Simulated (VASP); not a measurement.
Wanted: the native input for a VASP 6.6.1 run.

```yaml
Task: single point
Functional: PBE
Potentials_or_basis: VASP PAW PBE potentials, release 64 (Ca_sv, O)
Cutoff: 600 eV
k_mesh: 8 × 8 × 8
Occupations: gaussian, width 0.02 eV
Spin: no spin polarisation
Dipole_correction: no
Further_INCAR_settings: ALGO = Normal; EDIFF = 1e-06; NBANDS = 15
```

The structure of CaO lies in POSCAR:

```
CaO
1.0
    0.0000000000      2.4153650891      2.4153650891
    2.4153650891      0.0000000000      2.4153650891
    2.4153650891      2.4153650891      0.0000000000
Ca O
1 1
Direct
    0.0000000000      0.0000000000      0.0000000000
    0.5000000000      0.5000000000      0.5000000000
```

One way to write it, as run:

INCAR

```
  PREC = Accurate
  ENCUT = 600
  EDIFF = 1E-6
  ISMEAR = 0
  SIGMA = 0.02
  LREAL = False
  LASPH = True
  NELM = 120
  ALGO = Normal
  ISIF = 2
  LWAVE = False
  LCHARG = False
  GGA = PE
  NBANDS = 15
  GGA_COMPAT = False
```

KPOINTS

```
regular mesh
0
Gamma
  8 8 8
```

Potentials or basis: VASP PAW PBE potentials, release 64 (Ca_sv, O).

The run is started by

```sh
$ cat potpaw_PBE.64/Ca_sv/POTCAR potpaw_PBE.64/O/POTCAR > POTCAR
$ mpirun -np 1 vasp_std > vasp.out
```

It gave:

* Pressure: 0.4 GPa
* Band gap on the k mesh: 3.64 eV (least direct gap 4.02 eV)

Wall time 38 s on 1 thread of Intel Xeon 8259CL, on a shared host, peak memory 0.13 GiB.
